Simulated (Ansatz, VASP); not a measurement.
**One calculation of MnO2, two programs**

File POSCAR:

```
MnO2
1.0
    2.8565781804      0.0000000000      0.0000000000
   -1.4282890902      2.4738692722      0.0000000000
    0.0000000000      0.0000000000      4.6013740589
Mn O
1 2
Direct
    0.0000000000      0.0000000000      0.5000000000
    0.3333333333      0.6666666667      0.7062925700
    0.6666666667      0.3333333333      0.2937074300
```

The input INCAR.step1:

```
PREC = Accurate ; ENCUT = 520
ISMEAR = -1 ; SIGMA = 0.05
LREAL = F ; LASPH = T
NELM = 150 ; ISPIN = 2
MAGMOM = 4 0 0 ; LMAXMIX = 4
NBANDS = 24 ; GGA = PE
ALGO = Normal ; EDIFF = 1E-4
LWAVE = T ; LCHARG = F
```

INCAR.step2

```
PREC = Accurate ; ENCUT = 520
EDIFF = 1E-7 ; ISMEAR = -1
SIGMA = 0.05 ; LREAL = F
LASPH = T ; NELM = 150
ALGO = Normal ; ISIF = 2
LWAVE = F ; LCHARG = T
ISPIN = 2 ; MAGMOM = 4 0 0
LORBIT = 11 ; LMAXMIX = 4
METAGGA = R2SCAN ; LMIXTAU = T
LELF = T ; LVHAR = T
NBANDS = 24 ; ISTART = 1
```

The input KPOINTS:

```
regular mesh
0
Gamma
  11 11 6
```

input.yaml

```yaml
crystal:
  lattice:
    - [2.8565781804, 0.0, 0.0]
    - [-1.4282890902, 2.4738692722, 0.0]
    - [0.0, 0.0, 4.6013740589]
  atoms:
    - { symbol: Mn, position: [0.0, 0.0, 0.5], spin: 4.0 }
    - { symbol: O, position: [0.3333333333, 0.6666666667, 0.70629257] }
    - { symbol: O, position: [0.6666666667, 0.3333333333, 0.29370743] }
hamiltonian:
  xc: r2scan
  pseudopotentials: { kind: paw }
magnetization:
  spin_polarized: true
kpoints:
  mp_grid: { grid: [11, 11, 6] }
  band_path:
    path:
      - [[0.0, 0.0, 0.0], [0.5, 0.0, 0.0], [0.3333333333, 0.3333333333, 0.0], [0.0, 0.0, 0.0], [0.0, 0.0, 0.5], [0.5, 0.0, 0.5], [0.3333333333, 0.3333333333, 0.5], [0.0, 0.0, 0.5]]
      - [[0.5, 0.0, 0.5], [0.5, 0.0, 0.0]]
      - [[0.3333333333, 0.3333333333, 0.0], [0.3333333333, 0.3333333333, 0.5]]
    npoints: 14
scf:
  occupations: { method: fermi_dirac, width: 0.05 }
  n_extra_bands: 7
output:
  forces: true
  stress: true
  eigenvalues: true
  fatbands: false
```

Alike in both runs: functional r2SCAN; k mesh 11 × 11 × 6; occupations fermi-dirac, width 0.05 eV; collinear spin.

```csv
,VASP,Ansatz
version,VASP 6.6.1,Ansatz 0.2.0
potentials or method,"VASP PAW PBE potentials, release 64 (Mn_pv, O)",Ansatz PAW
plane-wave cutoff (eV),520,500
valence electrons in the cell,25,27
task,single point,band structure
```

```tsv
	VASP	Ansatz	Ansatz less VASP
gap on the k mesh at the Fermi level (eV)	1.89	1.93	+0.030
least direct gap on the mesh (eV)	1.99	2.02	+0.031
pressure (GPa)	0.3	-0.7	-1.05
traceless stress, the component that is largest in VASP (GPa)	-0.16	0.41	+0.577
rms of the force components (eV/Å)	0.003	0.038	+0.0353
net moment per atom (μB)	1.00	1.00	0.000
size of the moment on the site where the two differ most (μB)	2.93	2.59	-0.344
```

VASP's potentials were made for PBE, not for r2SCAN. Site moments also hang on the region over which each program counts them. Atom by atom the forces differ by 0.040 eV/Å (rms over components). The functional is the same, so the differences come from potentials, cutoffs and numerics. VASP's potentials hold 25 valence electrons a cell and Ansatz's 27, so a difference there can come from the potentials and not from the codes.

Noted on Ansatz's run: the magnetic or orbital state may not be the lowest.
